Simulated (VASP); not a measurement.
Runs of VASP 6.6.1 on PbS. The structure is hexagonal, space group P-6m2 (No. 187). The conventional cell has a = 4.090 Å, b = 4.090 Å, c = 3.788 Å, α = 90.00°, β = 90.00°, γ = 120.00°. Pb (site symmetry -6m2) has 6 S at 3.03 Å and 8 Pb at 3.79 to 4.09 Å within 4.1 Å. S (site symmetry -6m2) has 6 Pb at 3.03 Å and 8 S at 3.79 to 4.09 Å within 4.1 Å. 

```tsv
k mesh	gap on the mesh (eV)	pressure (GPa)
6 × 6 × 6	none	-3.0
3 × 3 × 4	none	-4.3
12 × 12 × 8	none	-3.0
3 × 3 × 2	none	(a)
6 × 6 × 4	none	-3.2
```

Alike in all rows: task single point; level PBEsol; potentials or basis VASP PAW PBE potentials, release 64 (Pb_d, S); no spin polarisation; cell as given; cutoff (eV) 500; smearing fermi-dirac 0.05 eV.

Question: Estimate the missing entries.

Answer: (a) -5.5.

Caveats: some runs use coarse meshes; semilocal functionals underestimate gaps, and a narrow one can read as zero; the PAW data sets were made with another functional, which shifts forces and pressure a little; spin-orbit coupling is left out, which moves the levels of the heavy elements.

A k mesh can miss the band edges, and the runs leave out spin-orbit coupling on Pb.

A gap of «none» marks levels without a gap at the run's occupations.
